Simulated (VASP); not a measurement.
Here is a VASP 6.6.1 calculation.

INCAR

```
ALGO = Normal ; EDIFF = 1E-6
EDIFFG = -0.01 ; ENCUT = 600
IBRION = 2 ; ISIF = 3
ISMEAR = 0 ; LASPH = T
LCHARG = F ; LREAL = F
LWAVE = F ; NELM = 60
NSW = 100 ; PREC = Accurate
PSTRESS = 300.0 ; SIGMA = 0.15
```

Contents of KPOINTS:

```
k-points
0
Gamma
  9 9 3
```

Contents of POSCAR:

```
Al
1.0
    2.8270770000      0.0000000000      0.0000000000
   -1.4135385000      2.4483205005      0.0000000000
    0.0000000000      0.0000000000      9.1859930000
Al
4
Direct
    0.0000000000      0.0000000000      0.0000000000
    0.0000000000      0.0000000000      0.5000000000
    0.3333333333      0.6666666667      0.2500000000
    0.6666666667      0.3333333333      0.7500000000
```

Potentials or basis: VASP PAW LDA potentials, release 64 (Al).

Launch:

```bash
$ cat potpaw_LDA.64/Al/POTCAR > POTCAR
$ mpirun -np 1 vasp_std > vasp.out
```

Q: Estimate the relaxed volume.

A: 12.73 Å³/atom.

Q: Estimate the band gap on the k mesh.

A: Zero (band 6 reaches 15.07 eV, above the bottom of band 7 at 9.30 eV).

Stress tensor (GPa, compression positive):
```
29.88  0.00  0.00
 0.00 29.88  0.00
 0.00  0.00 30.07
```

Caveat: the cell is relaxed towards a set pressure, so the enthalpy falls and the energy may rise; the volume moved by over 15 % at a fixed basis, so the end points are rough.
